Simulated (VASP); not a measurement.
Runs of VASP 6.6.1 on CuO. The typed cell holds 4 atoms: a = 2.880 Å, b = 2.880 Å, c = 5.176 Å, α = 89.81°, β = 89.81°, γ = 89.22°. 

```csv
potentials or basis,k mesh,cutoff (eV),gap on the mesh (eV),pressure (GPa),largest force (eV/Å)
"VASP PAW PBE potentials, release 64 (Cu, O)",12 × 12 × 8,520,none,-1.3,0.01
"VASP PAW PBE potentials, release 64 (Cu, O)","8 × 8 × 4, shifted",520,none,-1.3,0.01
"VASP PAW PBE potentials, release 64 (Cu, O)",8 × 8 × 4,520,none,-1.3,0.01
"VASP PAW PBE potentials, release 64 (Cu, O)",6 × 6 × 4,520,none,-1.4,0.01
"VASP PAW PBE potentials, release 64 (Cu, O)",2 × 2 × 2,520,none,3.3,0.01
"VASP PAW PBE potentials, release 64 (Cu, O)",4 × 4 × 2,520,none,-1.3,0.02
"VASP PAW PBE potentials, release 64 (Cu_sv_GW, O)",14 × 14 × 8,700,none,(a),0.01
"VASP PAW PBE potentials, release 64 (Cu, O)",4 × 4 × 4,520,none,-1.4,0.01
"VASP PAW PBE potentials, release 64 (Cu, O)",1 × 1 × 1,520,-,-2.4,0.02
"VASP PAW PBE potentials, release 64 (Cu, O)","12 × 12 × 8, shifted",520,none,-1.3,0.01
```

Alike in all rows: task single point; level PBEsol; no spin polarisation; cell as given; smearing gaussian 0.1 eV.

Estimate the missing entries.

(a) -4.4.

Caveats: some runs use coarse meshes; the PAW data sets were made with another functional, which shifts forces and pressure a little; semilocal functionals often make such compounds metallic where correlation or magnetic order opens a gap, which also shifts bond lengths; the cell stands under tension (at least some runs).

A gap of «none» marks levels without a gap at the run's occupations.

The runs don't all hold the same shells in valence.
